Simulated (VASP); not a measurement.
Wanted: the native input for a VASP 6.6.1 run.

```yaml
Task: single point
Functional: LDA
Potentials_or_basis: VASP PAW LDA potentials, release 64 (Sn_d, O)
Cutoff: 520 eV
k_mesh: 6 × 6 × 8
Occupations: gaussian, width 0.05 eV
Spin: no spin polarisation
Dipole_correction: no
Further_INCAR_settings: ALGO = Normal; EDIFF = 1e-07; NBANDS = 35
```

The structure of SnO2 lies in POSCAR:

```
SnO2
1.0
    4.7212714761      0.0000000000      0.0000000000
    0.0000000000      4.7242464798      0.0000000000
    0.0000000000      0.0000000000      3.1900193999
Sn O
2 4
Direct
    0.5000000000      0.5000000000      0.5000000000
    0.0000000000      0.0000000000      0.0000000000
    0.2831014065      0.2841207044      0.0000000000
    0.8055669685      0.1934278808      0.5000000000
    0.1944330315      0.8065721192      0.5000000000
    0.6944330315      0.6934278808      0.0000000000
```

This cell differs from its parent crystal: atom 3 (O) moved by (-0.150, +0.000) A along [1 1 0] and z.

These files were run (other wordings do the same):

INCAR

```
SYSTEM = SnO2
PREC = Accurate ; ENCUT = 520
EDIFF = 1E-7 ; ISMEAR = 0
SIGMA = 0.05 ; LREAL = .False.
LASPH = .True. ; NELM = 80
ALGO = Normal ; ISIF = 2
LWAVE = .False. ; LCHARG = .False.
NBANDS = 35
```

KPOINTS

```
regular mesh
0
Gamma
  6 6 8
  0 0 0
```

Potentials or basis: VASP PAW LDA potentials, release 64 (Sn_d, O).

Command:

```sh
$ cat potpaw_LDA.64/Sn_d/POTCAR potpaw_LDA.64/O/POTCAR > POTCAR
$ mpirun -np 1 vasp_std > vasp.out
```

Results of the run:

```
Pressure               : 1.9 GPa
Largest force          : 4.158 eV/Å
Band gap on the k mesh : 1.06 eV
```

Caveat: the cell differs from its parent crystal (atom 3 (O) moved by (-0.150, +0.000) A along [1 1 0] and z); spin-orbit coupling is left out, which moves the levels of the heavy elements; forces of over 1 eV/Å act on the atoms, so gaps and moduli don't describe the material at rest.

Run time: 4.7 min on 1 thread of Intel Xeon 8259CL, with other jobs on the host, peak memory 0.29 GiB.
